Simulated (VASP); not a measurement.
SrSn23O48 (a cell with a defect), 72 atoms in the cell. The cell holds a defect, 72 atoms: a = 9.538 Å, b = 9.538 Å, c = 9.636 Å, α = 90.00°, β = 90.00°, γ = 90.00°. 

```yaml
Program: VASP 6.6.1
Task: single point
Functional: PBEsol
Potentials_or_basis: VASP PAW PBE potentials, release 64 (Sn_d, Sr_sv, O)
Cutoff: 520 eV
k_mesh: 1 × 1 × 1, shifted
Occupations: fermi-dirac, width 0.05 eV
Spin: no spin polarisation
Dipole_correction: no
Further_INCAR_settings: LREAL = Auto; ALGO = Normal; EDIFF = 1e-06; NBANDS = 352; ISYM = 0
```

Potentials or basis: VASP PAW PBE potentials, release 64 (Sn_d, Sr_sv, O).

Launch:

```sh
$ cat potpaw_PBE.64/Sn_d/POTCAR potpaw_PBE.64/Sr_sv/POTCAR potpaw_PBE.64/O/POTCAR > POTCAR
$ mpirun -np 4 vasp_std > vasp.out
```

Hardware: 4 MPI ranks on AMD EPYC 9R45 96-Core Processor (Zen 5), with other jobs on the host.

Question: Estimate the wall time of this run.

Answer: Run time: 8.9 min on 4 MPI ranks on AMD EPYC 9R45 96-Core Processor (Zen 5) (shared host), peak memory 0.41 GiB a rank. Counts: scf iterations 21, k points 4.
